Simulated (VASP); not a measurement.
# N (P4_2/mnm) in VASP: settings compared

The runs below take N through single point, with r2SCAN-based global hybrid with 35 % exact exchange, r2SCAN-based global hybrid with 50 % exact exchange.

All numbers are computed with VASP 6.6.1; they aren't measurements. Logs are shortened: lines on timing, memory, paths and dates and some standing lists are left out, and cuts for length are marked.

### Step 1. The cell of the first run

The structure is tetragonal, space group P4_2/mnm (No. 136). The conventional cell has a = 4.084 Å, b = 4.084 Å, c = 5.346 Å, α = 90.00°, β = 90.00°, γ = 90.00°. Within 1.5 Å of N (site symmetry m2m) lie 1 N at 1.11 Å.

### Step 2. Single point, r2SCAN-based global hybrid with 35 % exact exchange

Contents of POSCAR:

```
N
1.0
    4.0840619700      0.0000000000      0.0000000000
    0.0000000000      4.0840619700      0.0000000000
    0.0000000000      0.0000000000      5.3459132500
N
4
Direct
    0.4042752000      0.5957248000      0.5000000000
    0.0957248000      0.0957248000      0.0000000000
    0.5957248000      0.4042752000      0.5000000000
    0.9042752000      0.9042752000      0.0000000000
```

Contents of INCAR.step1:

```
SYSTEM = N
ALGO     = Normal         ! electronic algorithm
EDIFF    = 1E-5           ! SCF threshold, eV
ENCUT    = 520            ! plane-wave cutoff, eV
GGA      = PE             ! functional
ISIF     = 2              ! what is computed and relaxed
ISMEAR   = -1             ! smearing method
LASPH    = .TRUE.         ! aspherical terms in the spheres
LCHARG   = .FALSE.        ! write CHGCAR
LREAL    = .FALSE.        ! projectors in reciprocal space
LWAVE    = .TRUE.         ! write WAVECAR
NBANDS   = 18             ! bands
NELM     = 100            ! most SCF steps
PREC     = Accurate       ! precision mode
SIGMA    = 0.05           ! smearing width, eV
```

Contents of INCAR.step2:

```
SYSTEM = N
AEXX     = 0.35           ! exact-exchange fraction
ALGO     = Normal         ! electronic algorithm
EDIFF    = 1E-6           ! SCF threshold, eV
ENCUT    = 520            ! plane-wave cutoff, eV
ISIF     = 2              ! what is computed and relaxed
ISMEAR   = -1             ! smearing method
ISTART   = 1            
LASPH    = .TRUE.         ! aspherical terms in the spheres
LCHARG   = .FALSE.        ! write CHGCAR
LHFCALC  = .TRUE.         ! exact exchange
LMIXTAU  = .TRUE.       
LREAL    = .FALSE.        ! projectors in reciprocal space
LWAVE    = .FALSE.        ! write WAVECAR
METAGGA  = R2SCAN         ! meta-GGA
NBANDS   = 18             ! bands
NELM     = 100            ! most SCF steps
PREC     = Accurate       ! precision mode
PRECFOCK = Normal       
SIGMA    = 0.05           ! smearing width, eV
```

Contents of KPOINTS:

```
k-points
0
G
  4 4 3
  0 0 0
```

Potentials or basis: VASP PAW PBE potentials, release 64 (N).

On the command line:

```
> cat potpaw_PBE.64/N/POTCAR > POTCAR
> cp INCAR.step1 INCAR
> mpirun -np 1 vasp_std > vasp.out
> cp INCAR.step2 INCAR
> mpirun -np 1 vasp_std > vasp.out
```

OUTCAR:

```text
SYSTEM = N
   AEXX = 0.35
   EDIFF = 1E-6
   ENCUT = 520
   ISIF = 2
   ISMEAR = -1
   ISTART = 1
   LASPH = .TRUE.
   LHFCALC = .TRUE.
   LREAL = .FALSE.
   METAGGA = R2SCAN
   NELM = 100
   PREC = Accurate
   PRECFOCK = Normal

 ion  position               nearest neighbor table
   1  0.404  0.596  0.500-   3 1.11
   2  0.096  0.096  0.000-   4 1.11
   3  0.596  0.404  0.500-   1 1.11
   4  0.904  0.904  0.000-   2 1.11

  LATTYP: Found a simple tetragonal cell.
 ALAT       =     4.0840619700
 C/A-ratio  =     1.3089696702

  Lattice vectors:

 A1 = (   4.0840619700,   0.0000000000,   0.0000000000)
 A2 = (   0.0000000000,   4.0840619700,   0.0000000000)
 A3 = (   0.0000000000,   0.0000000000,   5.3459132500)

Analysis of symmetry for initial positions (statically):
=====================================================================
 Subroutine PRICEL returns:
 Original cell was already a primitive cell.

 Routine SETGRP: Setting up the symmetry group for a
 simple tetragonal supercell.

 Subroutine GETGRP returns: Found 16 space group operations
 (whereof  8 operations were pure point group operations)
 out of a pool of 16 trial point group operations.

The static configuration has the point symmetry D_2h.
 The point group associated with its full space group is D_4h.

Analysis of symmetry for dynamics (positions and initial velocities):
=====================================================================
 Subroutine PRICEL returns:
 Original cell was already a primitive cell.

 Routine SETGRP: Setting up the symmetry group for a
 simple tetragonal supercell.

 Subroutine GETGRP returns: Found 16 space group operations
 (whereof  8 operations were pure point group operations)
 out of a pool of 16 trial point group operations.

The dynamic configuration has the point symmetry D_2h.
 The point group associated with its full space group is D_4h.

 Subroutine INISYM returns: Found 16 space group operations
 (whereof  8 operations are pure point group operations),
 and found     1 'primitive' translations

----------------------------------------------------------------------------------------

                                     Primitive cell

  volume of cell :      89.1675

  direct lattice vectors                    reciprocal lattice vectors
     4.084061970  0.000000000  0.000000000     0.244854267  0.000000000  0.000000000
     0.000000000  4.084061970  0.000000000     0.000000000  0.244854267  0.000000000
     0.000000000  0.000000000  5.345913250     0.000000000  0.000000000  0.187058778

  length of vectors
     4.084061970  4.084061970  5.345913250     0.244854267  0.244854267  0.187058778

  position of ions in fractional coordinates (direct lattice)
     0.404275200  0.595724800  0.500000000
     0.095724800  0.095724800  0.000000000
     0.595724800  0.404275200  0.500000000
     0.904275200  0.904275200  0.000000000

  ion indices of the primitive-cell ions
   primitive index   ion index
                 1           1
                 2           2
                 3           3
                 4           4

----------------------------------------------------------------------------------------

 KPOINTS: k-points

Automatic generation of k-mesh.
 Grid dimensions read from file:
 generate k-points for:    4    4    3

 Generating k-lattice:

  Cartesian coordinates                     Fractional coordinates (reciprocal lattice)
     0.061213567  0.000000000  0.000000000     0.250000000  0.000000000  0.000000000
     0.000000000  0.061213567  0.000000000     0.000000000  0.250000000  0.000000000
     0.000000000  0.000000000  0.062352926     0.000000000  0.000000000  0.333333333

  Length of vectors
     0.061213567  0.061213567  0.062352926

  Shift w.r.t. Gamma in fractional coordinates (k-lattice)
     0.000000000  0.000000000  0.000000000

 Subroutine IBZKPT returns following result:
 ===========================================

 Found     12 irreducible k-points:

 Following reciprocal coordinates:
            Coordinates               Weight
  0.000000  0.000000  0.000000      1.000000
  0.250000  0.000000  0.000000      4.000000
  0.500000  0.000000  0.000000      2.000000
  0.250000  0.250000  0.000000      4.000000
  0.500000  0.250000  0.000000      4.000000
  0.500000  0.500000  0.000000      1.000000
  0.000000  0.000000  0.333333      2.000000
  0.250000  0.000000  0.333333      8.000000
  0.500000  0.000000  0.333333      4.000000
  0.250000  0.250000  0.333333      8.000000
  0.500000  0.250000  0.333333      8.000000
  0.500000  0.500000  0.333333      2.000000
   k-points           NKPTS =     12   k-points in BZ     NKDIM =     48   number of bands    NBANDS=     18
   number of dos      NEDOS =    301   number of ions     NIONS =      4
   total plane-waves  NPLWV =  36000
   dimension x,y,z NGX =    30 NGY =   30 NGZ =   40
   dimension x,y,z NGXF=    60 NGYF=   60 NGZF=   80
   ions per type =               4
   NGX,Y,Z   is equivalent  to a cutoff of  12.21, 12.21, 12.44 a.u.
   NGXF,Y,Z  is equivalent  to a cutoff of  24.42, 24.42, 24.88 a.u.
 SYSTEM =  N
   PREC   = accura    normal or accurate (medium, high low for compatibility)
   ISTART =      1    job   : 0-new  1-cont  2-samecut
   ICHARG =      0    charge: 1-file 2-atom 10-const
   ISPIN  =      1    spin polarized calculation?
   LNONCOLLINEAR =      F non collinear calculations
   LSORBIT =      F    spin-orbit coupling
   LASPH  =      T    aspherical Exc in radial PAW
   ENCUT  =  520.0 eV  38.22 Ry    6.18 a.u.   7.59  7.59  9.94*2*pi/ulx,y,z
   NELM   =    100;   NELMIN=  2; NELMDL=  0     # of ELM steps
   EDIFF  = 0.1E-05   stopping-criterion for ELM
   LREAL  =      F    real-space projection
   EDIFFG = 0.1E-04   stopping-criterion for IOM
   NSW    =      0    number of steps for IOM
   IBRION =     -1    ionic relax: 0-MD 1-quasi-New 2-CG
   NFREE  =      0    steps in history (QN), initial steepest desc. (CG)
   ISIF   =      2    stress and relaxation
   ISYM   =      3    0-nonsym 1-usesym 2-fastsym
   POTIM  = 0.5000    time-step for ionic-motion
   TEBEG  =    0.0;   TEEND  =   0.0 temperature during run
   PSTRESS=    0.0 pullay stress
   NELECT =      20.0000    total number of electrons
   NUPDOWN=      -1.0000    fix difference up-down
   EMIN   =  10.00;   EMAX   =-10.00  energy-range for DOS
   EFERMI =   0.00;   METHOD = LEGACY
   ISMEAR =    -1;   SIGMA  =   0.05  broadening in eV -4-tet -1-fermi 0-gaus
   EFERMI_NEDOS =   21; number of points for ismear=-14 and -15
   IALGO  =     38    algorithm
   IMIX   =      1    mixing-type and parameters
     AMIX     =   0.40;   BMIX     =  1.00
     AMIX_MAG =   1.60;   BMIX_MAG =  1.00
  volume/ion in A,a.u.               =      22.29       150.43
  Fermi-wavevector in a.u.,A,eV,Ry     =   0.994678  1.879669 13.461399  0.989385
  Thomas-Fermi vector in A             =   2.126646
   LORBIT       =      0    0 simple, 1 ext, 2 COOP (PROOUT), +10 PAW based schemes
   METAGGA = R2SCAN    functional components
   LHFCALC =     T    Hartree Fock is set to
   PRECFOCK=normal    Normal, Fast or Accurate (Low or Medium for compatibility)
   ENCUT4O =  -1.0   cutoff for four orbital integrals eV
   NKREDX  =     1    reduce k-point grid by
   NKREDY  =     1    reduce k-point grid by
   NKREDZ  =     1    reduce k-point grid by
   AEXX    =    0.3500 exact exchange contribution
   HFSCREEN=    0.0000 screening length (either q_TF or 0.3 A-1)
   HFSCREENC=   0.0000 screening length for correlation (either q_TF or 0.3 A-1)
   ENCUTFOCK=  -1.0 apply spherical cutoff to Coloumb kernel
   IVDW    =     0    specifies the selected vdW correction
   LEPSILON=     F    determine dielectric tensor
   LRPA    =     F    only Hartree local field effects (RPA)
 non-spin polarized calculation
  energy-cutoff  :      520.00
  volume of cell :       89.17
 maximum number of plane-waves:      2419
  NGX = 24; NGY = 24; NGZ = 30

 number of electron      20.0000001 magnetization

 Free energy of the ion-electron system (eV)
  ---------------------------------------------------
  ext. energy  EPLUGINS =         0.00000000
  ---------------------------------------------------
  free energy    TOTEN  =       -49.52723776 eV

  energy without entropy =      -49.52723776  energy(sigma->0) =      -49.52723776

 E-fermi :  -8.3213     XC(G=0):  -4.6803

 val. band max:       -9.4345464483   @ k =   0.5000   0.5000   0.3333
 cond. band min:       2.0822092505   @ k =   0.0000   0.0000   0.0000
 fundamental gap:     11.5167556988
 Fermi energy:        -8.3212809310

 k-point     1 :       0.0000    0.0000    0.0000
  band No.  band energies     occupation
      1     -30.0635      2.00000
      2     -29.9929      2.00000
      3     -13.2963      2.00000
      4     -13.2963      2.00000
      5     -10.9075      2.00000
      6     -10.4635      2.00000
[... 10 lines left out ...]
     17       9.1157      0.00000
     18      13.0090      0.00000

 k-point     2 :       0.2500    0.0000    0.0000
  band No.  band energies     occupation
      1     -30.0461      2.00000
      2     -29.9961      2.00000
      3     -13.4235      2.00000
      4     -13.4223      2.00000
      5     -10.7792      2.00000
      6     -10.6141      2.00000
[... 10 lines left out ...]
     17       9.5313      0.00000
     18      11.3469      0.00000

 k-point     3 :       0.5000    0.0000    0.0000
  band No.  band energies     occupation
      1     -30.0140      2.00000
      2     -30.0140      2.00000
      3     -13.5457      2.00000
      4     -13.5457      2.00000
      5     -10.5391      2.00000
      6     -10.5391      2.00000
[... 10 lines left out ...]
     17      10.7235      0.00000
     18      10.7235      0.00000

 k-point     4 :       0.2500    0.2500    0.0000
  band No.  band energies     occupation
      1     -30.0320      2.00000
      2     -29.9964      2.00000
      3     -13.5414      2.00000
      4     -13.5134      2.00000
      5     -10.6855      2.00000
      6     -10.6784      2.00000
[... 123 lines left out ...]
      4     -13.5035      2.00000
      5     -10.8691      2.00000
      6     -10.5119      2.00000
[... 10 lines left out ...]
     17       9.8307      0.00000
     18      10.8326      0.00000

 k-point    11 :       0.5000    0.2500    0.3333
  band No.  band energies     occupation
      1     -30.0070      2.00000
      2     -30.0070      2.00000
      3     -13.6282      2.00000
      4     -13.6282      2.00000
      5     -10.7168      2.00000
      6     -10.7168      2.00000
[... 10 lines left out ...]
     17      10.1831      0.00000
     18      10.1831      0.00000

 k-point    12 :       0.5000    0.5000    0.3333
  band No.  band energies     occupation
      1     -30.0002      2.00000
      2     -30.0002      2.00000
      3     -13.7049      2.00000
      4     -13.7049      2.00000
      5     -10.7029      2.00000
      6     -10.7029      2.00000
[... 10 lines left out ...]
     17       9.3896      0.00000
     18       9.3896      0.00000

------------------------ aborting loop because EDIFF is reached ----------------------------------------

  FORCE on cell =-STRESS in cart. coord.  units (eV):
  Direction    XX          YY          ZZ          XY          YZ          ZX
  --------------------------------------------------------------------------------------
  -------------------------------------------------------------------------------------
  Total       -2.1175448     -2.1175448     -0.1271489      0.0000000      0.0000000      0.0000000
  in kB      -38.0484211    -38.0484211     -2.2846335      0.0000000      0.0000000      0.0000000
  external PRESSURE =     -26.1271586 kB  Pullay stress =       0.0000000 kB

 VOLUME and BASIS-vectors are now :
 -----------------------------------------------------------------------------
  energy-cutoff  :      520.00
  volume of cell :       89.17
      direct lattice vectors                 reciprocal lattice vectors
     4.084061970  0.000000000  0.000000000     0.244854267  0.000000000  0.000000000
     0.000000000  4.084061970  0.000000000     0.000000000  0.244854267  0.000000000
     0.000000000  0.000000000  5.345913250     0.000000000  0.000000000  0.187058778

 POSITION                                       TOTAL-FORCE (eV/Angst)
 -----------------------------------------------------------------------------------
      1.65108      2.43298      2.67296         1.262183     -1.262183      0.000000
      0.39095      0.39095      0.00000        -1.262183     -1.262183     -0.000000
      2.43298      1.65108      2.67296        -1.262183      1.262183      0.000000
      3.69312      3.69312      0.00000         1.262183      1.262183      0.000000
 -----------------------------------------------------------------------------------
    total drift:                               -0.000000     -0.000000     -0.000000

  FREE ENERGIE OF THE ION-ELECTRON SYSTEM (eV)
  ---------------------------------------------------
  free  energy   TOTEN  =       -49.5272377644 eV

  energy  without entropy=      -49.5272377643  energy(sigma->0) =      -49.52723776
```

It took 11 min on 1 thread of AMD EPYC 7R43 (Zen 3), shared host; peak memory 0.17 GiB.

Results:

| Item | Value |
| --- | --- |
| Free energy | -49.5272 eV |
| Pressure | -2.6 GPa |
| Largest force | 1.785 eV/Å |
| Band gap on the k mesh | 11.52 eV (least direct gap 11.74 eV) |

Forces on the atoms (eV/Å):
```
N    1.262 -1.262  0.000
N   -1.262 -1.262  0.000
N   -1.262  1.262  0.000
N    1.262  1.262  0.000
```

Caveat: the standard files for N, O and F lose accuracy on very short bonds; the PAW data sets were made with another functional, which shifts forces and pressure a little; an odd mesh through Γ misses points on the zone boundary, where band edges can lie.

### Step 3. Single point, r2SCAN-based global hybrid with 50 % exact exchange

POSCAR is that of step 2.

Contents of INCAR.step1:

```
SYSTEM = N
  ALGO = Normal
  EDIFF = 1E-5
  ENCUT = 520
  GGA = PE
  ISIF = 2
  ISMEAR = -1
  LASPH = .TRUE.
  LCHARG = .FALSE.
  LREAL = .FALSE.
  LWAVE = .TRUE.
  NBANDS = 18
  NELM = 100
  PREC = Accurate
  SIGMA = 0.05
```

Contents of INCAR.step2:

```
SYSTEM = N
  AEXX = 0.5
  ALGO = Normal
  EDIFF = 1E-6
  ENCUT = 520
  ISIF = 2
  ISMEAR = -1
  ISTART = 1
  LASPH = .TRUE.
  LCHARG = .FALSE.
  LHFCALC = .TRUE.
  LMIXTAU = .TRUE.
  LREAL = .FALSE.
  LWAVE = .FALSE.
  METAGGA = R2SCAN
  NBANDS = 18
  NELM = 100
  PREC = Accurate
  PRECFOCK = Normal
  SIGMA = 0.05
```

KPOINTS is that of step 2.

Potentials or basis: VASP PAW PBE potentials, release 64 (N).

On the command line:

```
> cat potpaw_PBE.64/N/POTCAR > POTCAR
> cp INCAR.step1 INCAR
> mpirun -np 1 vasp_std > vasp.out
> cp INCAR.step2 INCAR
> mpirun -np 1 vasp_std > vasp.out
```

Wall time 10 min (1 thread of AMD EPYC 7R43 (Zen 3), shared host); peak memory 0.17 GiB.

It converged, with:

```yaml
Free_energy: -55.1466 eV
Pressure: -3.7 GPa
Largest_force: 2.583 eV/Å
Band_gap_on_the_k_mesh: 13.19 eV (least direct gap 13.43 eV)
```

Forces on the atoms (eV/Å):
```
N    1.827 -1.827  0.000
N   -1.827 -1.827  0.000
N   -1.827  1.827  0.000
N    1.827  1.827  0.000
```

Stress tensor (GPa, compression positive):
```
-5.42  0.00  0.00
 0.00 -5.42  0.00
 0.00  0.00 -0.23
```

Levels at points of the mesh, in eV from the valence-band top:
| k point | band 8 | band 9 | band 10 | band 11 | band 12 | band 13 |
| --- | --- | --- | --- | --- | --- | --- |
| (0.00, 0.00, 0.00) | -0.61 | -0.49 | -0.24 | 13.19 | 14.47 | 14.97 |
| (0.50, 0.00, 0.00) | -0.85 | -0.20 | -0.20 | 14.58 | 14.58 | 14.63 |
| (0.50, 0.50, 0.00) | -0.79 | -0.05 | -0.05 | 14.26 | 14.26 | 15.78 |

Caveat: the standard files for N, O and F lose accuracy on very short bonds; the cell stands under tension; the PAW data sets were made with another functional, which shifts forces and pressure a little; an odd mesh through Γ misses points on the zone boundary, where band edges can lie.
